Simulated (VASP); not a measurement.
Set up this calculation in VASP 6.6.1, as the native input.

* Task: relaxation of cell and atoms
* Functional: PBE
* Potentials or basis: VASP PAW PBE potentials, release 64 (Nb_sv, O)
* Cutoff: 600 eV
* k mesh: 6 × 6 × 2
* Occupations: gaussian, width 0.1 eV
* Spin: no spin polarisation
* Dipole correction: no
* Further INCAR settings: ALGO = Normal; EDIFF = 1e-06; IBRION = 2; EDIFFG = -0.04; NSW = 90; ISIF = 3

The structure of Nb2O lies in POSCAR:

```
Nb2O
1.0
    2.7979421790      0.0000000000      0.0000000000
   -1.3989710895      2.4230890053      0.0000000000
    0.0000000000      0.0000000000     10.8828477256
Nb O
4 2
Direct
    0.3333333333      0.6666666667      0.6275000000
    0.6666666667      0.3333333333      0.1275000000
    0.3333333333      0.6666666667      0.8725000000
    0.6666666667      0.3333333333      0.3725000000
    0.3333333333      0.6666666667      0.2500000000
    0.6666666667      0.3333333333      0.7500000000
```

One way to write it, as run:

INCAR

```
SYSTEM = Nb2O
PREC     = Accurate       ! precision mode
ENCUT    = 600            ! plane-wave cutoff, eV
EDIFF    = 1E-6           ! SCF threshold, eV
ISMEAR   = 0              ! smearing method
SIGMA    = 0.1            ! smearing width, eV
LREAL    = .False.        ! projectors in reciprocal space
LASPH    = .True.         ! aspherical terms in the spheres
NELM     = 80             ! most SCF steps
ALGO     = Normal         ! electronic algorithm
ISIF     = 3              ! what is computed and relaxed
LWAVE    = .False.        ! write WAVECAR
LCHARG   = .False.        ! write CHGCAR
GGA      = PE             ! functional
IBRION   = 2              ! ionic algorithm
NSW      = 90             ! ionic steps
EDIFFG   = -0.04          ! ionic threshold
```

KPOINTS

```
Automatic mesh
0
Gamma
  6 6 2
  0 0 0
```

Potentials or basis: VASP PAW PBE potentials, release 64 (Nb_sv, O).

Command:

```bash
$ cat potpaw_PBE.64/Nb_sv/POTCAR potpaw_PBE.64/O/POTCAR > POTCAR
$ mpirun -np 1 vasp_std > vasp.out
```

Results of the run:

```json
{
 "Relaxed volume": "13.71 Å³/atom",
 "Relaxed cell": "a = 2.927 Å, b = 2.927 Å, c = 11.081 Å, α = 90.00°, β = 90.00°, γ = 120.00°",
 "Space group after relaxing (to 0.05 Å)": "P6_3/mmc (No. 194)",
 "Energy gained by relaxing": "467.5 meV/atom",
 "Ionic steps": "9",
 "Pressure after relaxing": "0.0 GPa",
 "Band gap on the k mesh": "zero (band 32 reaches 12.24 eV, above the bottom of band 33 at 11.27 eV)"
}
```

Caveat: the k points lie up to 0.41 Å⁻¹ apart in the final cell.

It took 8.1 min on 1 thread of Intel Xeon 6975P-C (shared host), peak memory 0.25 GiB.
